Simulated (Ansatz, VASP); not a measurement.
**PtS2 in VASP and in Ansatz**

```xyz
6
Lattice="3.5415 0.0000 0.0000 -1.7708 3.0671 0.0000 0.0000 0.0000 22.4671" Properties=species:S:1:pos:R:3 pbc="T T T"
S     1.7708    1.0224    4.5000
S     0.0000    2.0447    6.9835
S     0.0000    2.0447   10.6235
S     1.7708    1.0224   13.1071
Pt    0.0000    0.0000    5.7418
Pt    1.7708    3.0671   11.8653
```

Alike in both runs: task single point; functional PBE; dispersion D3(BJ); k mesh 9 × 9 × 1; occupations gaussian, width 0.05 eV; no spin polarisation.

|  | VASP | Ansatz |
| --- | --- | --- |
| version | VASP 6.6.1 | Ansatz 0.2.0 |
| potentials or method | VASP PAW PBE potentials, release 64 (S, Pt), cutoff 520 eV | scalar-relativistic, plane waves, PAW |
| valence electrons in the cell | 44 | 60 |

```tsv
	VASP	Ansatz	Ansatz less VASP
gap on the k mesh at the Fermi level (eV)	1.46	1.46	-0.007
least direct gap on the mesh (eV)	1.56	1.55	-0.007
rms of the force components (eV/Å)	0.024	0.013	-0.0110
```

VASP's potentials hold 44 valence electrons a cell and Ansatz's 60, so a difference there can come from the potentials and not from the codes.

Spin-orbit coupling is off throughout.
